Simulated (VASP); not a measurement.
Wanted: the native input for a VASP 6.6.1 run.

```
Task                   : single point
Functional             : PBEsol
Potentials or basis    : VASP PAW PBE potentials, release 64 (Zn, S)
Cutoff                 : 500 eV
k mesh                 : 6 × 6 × 6
Occupations            : gaussian, width 0.01 eV
Spin                   : no spin polarisation
Dipole correction      : no
Further INCAR settings : ALGO = Normal; EDIFF = 1e-06; NBANDS = 36
```

The structure of ZnS lies in POSCAR:

```
ZnS
1.0
    1.9030712000      1.0987386696      9.3519478333
   -1.9030712000      1.0987386696      9.3519478333
    0.0000000000     -2.1974773392      9.3519478333
Zn S
3 3
Direct
    0.9999711367      0.9999711367      0.9999711367
    0.2222694100      0.2222694100      0.2222694100
    0.4446134433      0.4446134433      0.4446134433
    0.0832671700      0.0832671700      0.0832671700
    0.5278423033      0.5278423033      0.5278423033
    0.3053625400      0.3053625400      0.3053625400
```

One way to write it, as run:

INCAR

```
ALGO = Normal
EDIFF = 1E-6
ENCUT = 500
GGA = PS
GGA_COMPAT = False
ISIF = 2
ISMEAR = 0
LASPH = True
LCHARG = False
LREAL = False
LWAVE = False
NBANDS = 36
NELM = 120
PREC = Accurate
SIGMA = 0.01
```

KPOINTS

```
k-points
0
Gamma
  6 6 6
```

Potentials or basis: VASP PAW PBE potentials, release 64 (Zn, S).

Command:

```sh
$ cat potpaw_PBE.64/Zn/POTCAR potpaw_PBE.64/S/POTCAR > POTCAR
$ mpirun -np 1 vasp_std > vasp.out
```

Results of the run:

```json
{"Pressure": "-1.1 GPa", "Largest force": "0.010 eV/Å", "Band gap on the k mesh": "2.06 eV"}
```

Caveat: the PAW data sets were made with another functional, which shifts forces and pressure a little.

Run time: 7.6 min on 1 thread of AMD EPYC 9R45 96-Core Processor (Zen 5), on a shared host, peak memory 0.63 GiB.
